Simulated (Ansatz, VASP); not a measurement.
Pt: VASP beside Ansatz

```
CELL_PARAMETERS angstrom
0.00000 1.94659 1.94659
1.94659 0.00000 1.94659
1.94659 1.94659 0.00000
ATOMIC_POSITIONS crystal
Pt 0.00000 0.00000 0.00000
```

Alike in both runs: functional LDA; k mesh 24 × 24 × 24; no spin polarisation.

Ansatz relaxed the structure, and its values are those at the end. VASP's run is a single point on that final structure, the one shown.

```csv
,VASP,Ansatz
version,VASP 6.6.1,Ansatz 0.2.0
potentials or method,"VASP PAW LDA potentials, release 64 (Pt)","plane-wave PAW, scalar-relativistic"
plane-wave cutoff (eV),520,420
occupations,"methfessel-paxton of order 1, width 0.1 eV","cold, width 0.1 eV"
valence electrons in the cell,10,18
```

|  | VASP | Ansatz | Ansatz less VASP |
| --- | --- | --- | --- |
| pressure (GPa) | 0.8 | 0.0 | -0.80 |

Ansatz warns that its potentials were made for another functional, while VASP's fit it. LDA's correlation is that of Perdew and Zunger in VASP and of Perdew and Wang (1992) in Ansatz. VASP's potentials hold 10 valence electrons a cell and Ansatz's 18, so a difference there can come from the potentials and not from the codes.

Neither program's run includes spin-orbit coupling.
